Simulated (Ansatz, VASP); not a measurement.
**MgO: VASP beside Ansatz**

```
CELL_PARAMETERS angstrom
3.30347 0.00000 0.00000
-1.65173 2.86089 0.00000
0.00000 0.00000 10.03878
ATOMIC_POSITIONS crystal
Mg 0.33333 0.66667 0.98470
Mg 0.33333 0.66667 0.51896
Mg 0.66667 0.33333 0.24525
Mg 0.66667 0.33333 0.75841
O 0.33333 0.66667 0.18490
O 0.33333 0.66667 0.71604
O 0.66667 0.33333 0.45763
O 0.66667 0.33333 0.94331
```

Change from the starting cell: mode 4 frozen in at -0.000 Å and mode 10 at -0.172 Å (largest displacements).

Alike in both runs: task single point; functional PBEsol; k mesh 9 × 9 × 4; occupations gaussian, width 0.05 eV; no spin polarisation.

|  | VASP | Ansatz |
| --- | --- | --- |
| version | VASP 6.6.1 | Ansatz 0.2.0 |
| potentials or method | VASP PAW PBE potentials, release 64 (Mg, O), cutoff 600 eV | scalar-relativistic, plane waves, PAW |
| valence electrons in the cell | 32 | 64 |

```csv
,VASP,Ansatz,Ansatz less VASP
gap on the k mesh at the Fermi level (eV),3.22,3.23,+0.010
least direct gap on the mesh (eV),3.22,3.23,+0.010
pressure (GPa),0.6,1.0,+0.41
"traceless stress, the component that is largest in VASP (GPa)",0.79,0.74,-0.058
rms of the force components (eV/Å),0.414,0.406,-0.0083
```

VASP's potentials were made for PBE, not for PBEsol, and Ansatz warns of the same on its side. Atom by atom the forces differ by 0.009 eV/Å (rms over components). With one functional, cell and mesh, what is left measures potentials, basis and numerics. VASP's potentials hold 32 valence electrons a cell and Ansatz's 64, so a difference there can come from the potentials and not from the codes.
